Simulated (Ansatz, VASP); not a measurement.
## Two plane-wave programs on Eu

Contents of INCAR:

```
SYSTEM = Eu
PREC     = Accurate       ! precision mode
ENCUT    = 520            ! plane-wave cutoff, eV
EDIFF    = 1E-6           ! SCF threshold, eV
ISMEAR   = 1              ! smearing method
SIGMA    = 0.1391         ! smearing width, eV
LREAL    = .False.        ! projectors in reciprocal space
LASPH    = .True.         ! aspherical terms in the spheres
NELM     = 150            ! most SCF steps
ALGO     = Normal         ! electronic algorithm
ISIF     = 2              ! what is computed and relaxed
LWAVE    = .False.        ! write WAVECAR
LCHARG   = .False.        ! write CHGCAR
ISPIN    = 2              ! spin polarisation
MAGMOM   = 7.97 7.97      ! initial moments
LORBIT   = 11             ! projections on sites
LMAXMIX  = 6              ! l up to which the mixer works
LDAU     = .True.         ! DFT+U
LDAUTYPE = 2            
LDAUL    = 3              ! shell
LDAUU    = 2.07           ! U, eV
LDAUJ    = 0            
LDAUPRINT= 1            
GGA      = PE             ! functional
NBANDS   = 28             ! bands
```

The input KPOINTS:

```
regular mesh
0
Gamma
  7 7 4
  0 0 0
```

POSCAR

```
Eu
1.0
    1.8507787000      3.2056411800      0.0000000000
   -1.8507787000      3.2056411800      0.0000000000
    0.0000000000      0.0000000000      5.8043099200
Eu
2
Direct
    0.3333300000      0.3333400000      0.7500000000
    0.6666600000      0.6666700000      0.2500000000
```

Input for Ansatz:

```yaml
crystal:
  lattice:
    - [1.8507787, 3.20564118, 0.0]
    - [-1.8507787, 3.20564118, 0.0]
    - [0.0, 0.0, 5.80430992]
  atoms:
    - { symbol: Eu, position: [0.33333, 0.33334, 0.75] }
    - { symbol: Eu, position: [0.66666, 0.66667, 0.25] }
kpoints:
  mp_grid: { grid: [7, 7, 4], shift: [0, 0, 0] }
  band_path:
    path:
      - [0.0, 0.0, 0.0]
      - [0.5, 0.0, 0.0]
      - [0.66666667, 0.33333333, 0.0]
      - [0.0, 0.0, 0.0]
      - [0.0, 0.0, 0.5]
      - [0.5, 0.0, 0.5]
      - [0.66666667, 0.33333333, 0.5]
      - [0.0, 0.0, 0.5]
      - [0.5, 0.0, 0.5]
      - [0.5, 0.0, 0.0]
      - [0.66666667, 0.33333333, 0.5]
    npoints: 6
magnetization:
  spin_polarized: true
scf:
  occupations: { method: cold, width: 0.1391 }
  lower_state_search: "off"
  max_iter: 200
hamiltonian:
  pseudopotentials: { kind: paw }
  xc: pbe
  hubbard:
    projectors: all-electron-ortho-atomic
    sites: [{ species: Eu, l: f, u_eff: 2.07 }]
basis:
  ecutwfc: 420
  fft_grid_basis: typed
output:
  forces: true
  stress: true
  eigenvalues: true
  bader: true
  populations: true
  elf: true
  write_potential: true
  volumetric_format: npy
  dos:
    e_range: [-12, 8]
    de: 0.05
    projected: { site_lists: { Eu: [Eu] } }
checkpoint:
  read: saved_state
```

Alike in both runs: task single point; functional PBE; k mesh 7 × 7 × 4; collinear spin; Hubbard terms Eu f U = 2.07 eV.

|  | VASP | Ansatz |
| --- | --- | --- |
| version | VASP 6.6.1 | Ansatz 0.2.0 |
| potentials or method | VASP PAW PBE potentials, release 64 (Eu), cutoff 520 eV | PAW plane waves |
| occupations | methfessel-paxton of order 1, width 0.1391 eV | cold, width 0.1391 eV |
| valence electrons in the cell | 34 | 34 |

```csv
,VASP,Ansatz,Ansatz less VASP
pressure (GPa),4.9,5.1,+0.25
"traceless stress, the component that is largest in VASP (GPa)",0.58,0.66,+0.081
net moment per atom (μB),7.70,7.69,-0.005
size of the moment on the site where the two differ most (μB),6.84,7.25,+0.404
```

Site moments also hang on the region over which each program counts them. The programs project onto different local orbitals, so the same U acts differently, and such runs can settle in different states. Ansatz's warnings: filled band counts differ across k points, stability check not made, structure snapped to symmetry.

Spin-orbit coupling is off throughout.
